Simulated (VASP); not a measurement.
# GaN (F-43m) in VASP: notebook

GaN is run at these levels: PBEsol; tasks: elastic constants, vibrations by perturbation theory.

All numbers are computed with VASP 6.6.1; they aren't measurements. Logs are shortened: lines on timing, memory, paths and dates and some standing lists are left out, and cuts for length are marked.

### Step 1. The cell of the first run

The structure is cubic, space group F-43m (No. 216). Conventional cell: a = 4.358 Å, b = 4.358 Å, c = 4.358 Å, α = 90.00°, β = 90.00°, γ = 90.00°. Within 2.5 Å of Ga (site symmetry -43m) lie 4 N at 1.89 Å. Within 2.5 Å of N (site symmetry -43m) lie 4 Ga at 1.89 Å.

### Step 2. Elastic constants, PBEsol

INCAR

```
SYSTEM = GaN
PREC = Accurate
ENCUT = 600
EDIFF = 1E-8
ISMEAR = 0
SIGMA = 0.01
LREAL = .FALSE.
LASPH = .TRUE.
NELM = 60
ALGO = Normal
ISIF = 3
LWAVE = .FALSE.
LCHARG = .FALSE.
GGA = PS
IBRION = 6
NFREE = 2
POTIM = 0.015
NSW = 1
```

KPOINTS

```
Automatic mesh
0
G
  10 10 10
  0 0 0
```

POSCAR

```
GaN
1.0
    0.0000000000      2.1789661073      2.1789661073
    2.1789661073      0.0000000000      2.1789661073
    2.1789661073      2.1789661073      0.0000000000
Ga N
1 1
Direct
    0.0000000000      0.0000000000      0.0000000000
    0.7500000000      0.7500000000      0.7500000000
```

Potentials or basis: VASP PAW PBE potentials, release 64 (Ga_d, N).

Command:

```bash
> cat potpaw_PBE.64/Ga_d/POTCAR potpaw_PBE.64/N/POTCAR > POTCAR
> mpirun -np 1 vasp_std > vasp.out
```

OUTCAR:

```text
SYSTEM = GaN
   PREC = Accurate
   ENCUT = 600
   EDIFF = 1E-8
   ISMEAR = 0
   LREAL = .FALSE.
   LASPH = .TRUE.
   NELM = 60
   ISIF = 3
   GGA = PS
   IBRION = 6
   NFREE = 2
   POTIM = 0.015
   NSW = 1

 ion  position               nearest neighbor table
   1  0.000  0.000  0.000-   2 1.89   2 1.89   2 1.89   2 1.89
   2  0.750  0.750  0.750-   1 1.89   1 1.89   1 1.89   1 1.89

  LATTYP: Found a face centered cubic cell.
 ALAT       =     4.3579322146

  Lattice vectors:

 A1 = (   0.0000000000,   2.1789661073,   2.1789661073)
 A2 = (   2.1789661073,   0.0000000000,   2.1789661073)
 A3 = (   2.1789661073,   2.1789661073,   0.0000000000)

Analysis of symmetry for initial positions (statically):
=====================================================================
 Subroutine PRICEL returns:
 Original cell was already a primitive cell.

 Routine SETGRP: Setting up the symmetry group for a
 face centered cubic supercell.

 Subroutine GETGRP returns: Found 24 space group operations
 (whereof 24 operations were pure point group operations)
 out of a pool of 48 trial point group operations.

The static configuration has the point symmetry T_d .

Analysis of symmetry for dynamics (positions and initial velocities):
=====================================================================
 Subroutine PRICEL returns:
 Original cell was already a primitive cell.

 Routine SETGRP: Setting up the symmetry group for a
 face centered cubic supercell.

 Subroutine GETGRP returns: Found 24 space group operations
 (whereof 24 operations were pure point group operations)
 out of a pool of 48 trial point group operations.

The dynamic configuration has the point symmetry T_d .

 Subroutine INISYM returns: Found 24 space group operations
 (whereof 24 operations are pure point group operations),
 and found     1 'primitive' translations

----------------------------------------------------------------------------------------

                                     Primitive cell

  volume of cell :      20.6910

  direct lattice vectors                    reciprocal lattice vectors
     0.000000000  2.178966107  2.178966107    -0.229466626  0.229466626  0.229466626
     2.178966107  0.000000000  2.178966107     0.229466626 -0.229466626  0.229466626
     2.178966107  2.178966107  0.000000000     0.229466626  0.229466626 -0.229466626

  length of vectors
     3.081523421  3.081523421  3.081523421     0.397447854  0.397447854  0.397447854

  position of ions in fractional coordinates (direct lattice)
     0.000000000  0.000000000  0.000000000
     0.750000000  0.750000000  0.750000000

  ion indices of the primitive-cell ions
   primitive index   ion index
                 1           1
                 2           2

----------------------------------------------------------------------------------------

 KPOINTS: Automatic mesh

Automatic generation of k-mesh.
 Grid dimensions read from file:
 generate k-points for:   10   10   10

 Generating k-lattice:

  Cartesian coordinates                     Fractional coordinates (reciprocal lattice)
    -0.022946663  0.022946663  0.022946663     0.100000000  0.000000000  0.000000000
[... 113 lines left out ...]
  FORCE on cell =-STRESS in cart. coord.  units (eV):
  Direction    XX          YY          ZZ          XY          YZ          ZX
  --------------------------------------------------------------------------------------
  -------------------------------------------------------------------------------------
  Total        2.7738492      2.7738492      2.7738492      0.0000000      0.0000000     -0.0000000
  in kB      214.7889844    214.7889844    214.7889844      0.0000000      0.0000000     -0.0000000
  external PRESSURE =     214.7889844 kB  Pullay stress =       0.0000000 kB
[... 89 lines left out ...]
  FREE ENERGIE OF THE ION-ELECTRON SYSTEM (eV)
  ---------------------------------------------------
  free  energy   TOTEN  =       -12.9498550079 eV

  energy  without entropy=      -12.9498550079  energy(sigma->0) =      -12.94985501

[... ionic steps 4 to 14 ...]

--------------------------------------- Ionic step       15  -------------------------------------------

 number of electron      18.0000000 magnetization

------------------------ aborting loop because EDIFF is reached ----------------------------------------
[... 67 lines left out ...]
--------------------------------------- Ionic step       17  -------------------------------------------

 number of electron      17.9999999 magnetization

 Free energy of the ion-electron system (eV)
  ---------------------------------------------------
  ext. energy  EPLUGINS =         0.00000000
  ---------------------------------------------------
  free energy    TOTEN  =       -12.99477961 eV

  energy without entropy =      -12.99477961  energy(sigma->0) =      -12.99477961

 E-fermi :   6.4322     XC(G=0): -12.4544

 val. band max:        6.3421607323   @ k =   0.0000   0.0000   0.0000
 cond. band min:       8.6427796565   @ k =   0.0000   0.0000   0.0000
 fundamental gap:      2.3006189242
 Fermi energy:         6.4322359663

 k-point     1 :       0.0000    0.0000    0.0000
  band No.  band energies     occupation
      1     -10.5459      2.00000
      2      -7.2380      2.00000
      3      -7.2296      2.00000
      4      -7.2222      2.00000
      5      -6.7867      2.00000
      6      -6.7865      2.00000
      7       6.2873      2.00000
      8       6.3163      2.00000
      9       6.3422      2.00000
     10       8.6428      0.00000
     11      17.1284      0.00000
     12      17.1495      0.00000
     13      17.1730      0.00000
[... 354 lines left out ...]
  band No.  band energies     occupation
      1      -9.1923      2.00000
      2      -7.0881      2.00000
      3      -6.9313      2.00000
      4      -6.9246      2.00000
      5      -6.7061      2.00000
      6      -5.9866      2.00000
      7       1.0517      2.00000
      8       3.4606      2.00000
      9       3.8441      2.00000
     10      10.8091      0.00000
     11      14.1017      0.00000
     12      17.5495      0.00000
     13      19.9836      0.00000

 [... further k-points ...]

------------------------ aborting loop because EDIFF is reached ----------------------------------------

  FORCE on cell =-STRESS in cart. coord.  units (eV):
  Direction    XX          YY          ZZ          XY          YZ          ZX
  --------------------------------------------------------------------------------------
  -------------------------------------------------------------------------------------
  Total        2.7732205      2.7797934      2.7797934      0.0000000     -0.2104813      0.0000000
  in kB      214.7403016    215.2492630    215.2492630      0.0000000    -16.2983174      0.0000000
  external PRESSURE =     215.0796092 kB  Pullay stress =       0.0000000 kB
[... 17 lines left out ...]
  FREE ENERGIE OF THE ION-ELECTRON SYSTEM (eV)
  ---------------------------------------------------
  free  energy   TOTEN  =       -12.9947796092 eV

  energy  without entropy=      -12.9947796092  energy(sigma->0) =      -12.99477961

 INTERNAL STRAIN TENSORS FROM STRAINED CELLS
 ============================================

 INTERNAL STRAIN TENSOR FOR ION    1 for displacements in x,y,z  (eV/Angst):
          X           Y           Z          XY          YZ          ZX
  --------------------------------------------------------------------------------
  x     0.00000    -0.00000     0.00000    -0.00000   -14.03922     0.00000
  y     0.00000    -0.00000     0.00000    -0.00000    -0.00000   -14.04084
  z     0.00000    -0.00000     0.00000   -14.03627     0.00000     0.00000

 INTERNAL STRAIN TENSORS FROM DISPLACED ATOMS
 ============================================

 INTERNAL STRAIN TENSOR FOR ION    1 for displacements in x,y,z  (eV/Angst):
          X           Y           Z          XY          YZ          ZX
  --------------------------------------------------------------------------------
  x     0.00000     0.00000     0.00000     0.00000   -14.03017     0.00000
  y    -0.00000     0.00000    -0.00000     0.00000     0.00000   -14.03017
  z     0.00000     0.00000     0.00000   -14.03017     0.00000     0.00000

 INTERNAL STRAIN TENSOR FOR ION    2 for displacements in x,y,z  (eV/Angst):
          X           Y           Z          XY          YZ          ZX
  --------------------------------------------------------------------------------
  x     0.00000    -0.00000    -0.00000     0.00000    14.03955     0.00000
  y    -0.00000     0.00000    -0.00000     0.00000     0.00000    14.03955
  z    -0.00000    -0.00000     0.00000    14.03955     0.00000     0.00000

 Eigenvectors and eigenvalues of the dynamical matrix
 ----------------------------------------------------

   1 f  =   18.361084 THz   115.366095 2PiTHz  612.459845 cm-1    75.935309 meV
             X         Y         Z           dx          dy          dz
      0.000000  0.000000  0.000000     0.408924   -0.000000    0.000000
      3.268449  3.268449  3.268449    -0.912568   -0.000000    0.000000
[... 21 lines left out ...]
   6 f/i=    0.000217 THz     0.001365 2PiTHz    0.007246 cm-1     0.000898 meV
             X         Y         Z           dx          dy          dz
      0.000000  0.000000  0.000000     0.016055   -0.802627   -0.433950
      3.268449  3.268449  3.268449     0.007194   -0.359659   -0.194454

--------------------------------------------------------------------------------------------------------

 ELASTIC MODULI CONTR FROM IONIC RELAXATION (kBar)
 Direction    XX          YY          ZZ          XY          YZ          ZX
 --------------------------------------------------------------------------------
 XX          -0.0000     -0.0000      0.0000      0.0000     -0.0000     -0.0000
 YY          -0.0000     -0.0000     -0.0000      0.0000      0.0000     -0.0000
 ZZ           0.0000     -0.0000     -0.0000     -0.0000      0.0000     -0.0000
 XY           0.0000      0.0000     -0.0000   -948.3620      0.0000      0.0000
 YZ          -0.0000      0.0000      0.0000      0.0000   -948.3620      0.0000
 ZX          -0.0000     -0.0000     -0.0000      0.0000      0.0000   -948.3620
 --------------------------------------------------------------------------------

 TOTAL ELASTIC MODULI (kBar)
 Direction    XX          YY          ZZ          XY          YZ          ZX
 --------------------------------------------------------------------------------
 XX        3290.7952   2184.8342   2184.8342      0.0000     -0.0000     -0.0000
 YY        2184.8342   3290.7952   2184.8342      0.0000      0.0000     -0.0000
 ZZ        2184.8342   2184.8342   3290.7952     -0.0000     -0.0000     -0.0000
 XY           0.0000      0.0000     -0.0000   1621.8585     -0.0000     -0.0000
 YZ          -0.0000      0.0000     -0.0000     -0.0000   1621.8585      0.0000
 ZX          -0.0000     -0.0000     -0.0000     -0.0000      0.0000   1621.8585
 --------------------------------------------------------------------------------
```

It took 6.3 min on 1 thread of Intel Xeon 6975P-C (Granite Rapids), shared host; peak memory 0.31 GiB.

Results:

```yaml
Elastic_constants_C11_C12_C44: 329, 218, 162 GPa
Voigt_bulk_modulus: 255 GPa
Highest_phonon_frequency_at_Γ_LO-TO_splitting_left_out: 612 cm⁻¹
```

Phonon frequencies in cm⁻¹ (negative: imaginary):
```csv
q point,frequencies
"(0.000, 0.000, 0.000)",0 0 0 612 612 612
```

Elastic tensor in Voigt notation (GPa, in the Cartesian axes of the cell as first typed):
```
329 218 218   0   0   0
218 329 218   0   0   0
218 218 329   0   0   0
  0   0   0 162   0   0
  0   0   0   0 162   0
  0   0   0   0   0 162
```

Clamped-ion elastic tensor (GPa):
```
329 218 218   0   0   0
218 329 218   0   0   0
218 218 329   0   0   0
  0   0   0 257   0   0
  0   0   0   0 257   0
  0   0   0   0   0 257
```

Caveat: the cell is under stress, which shifts elastic constants; the PAW data sets were made with another functional, which shifts forces and pressure a little.

(Continued in part 2 of 2.)
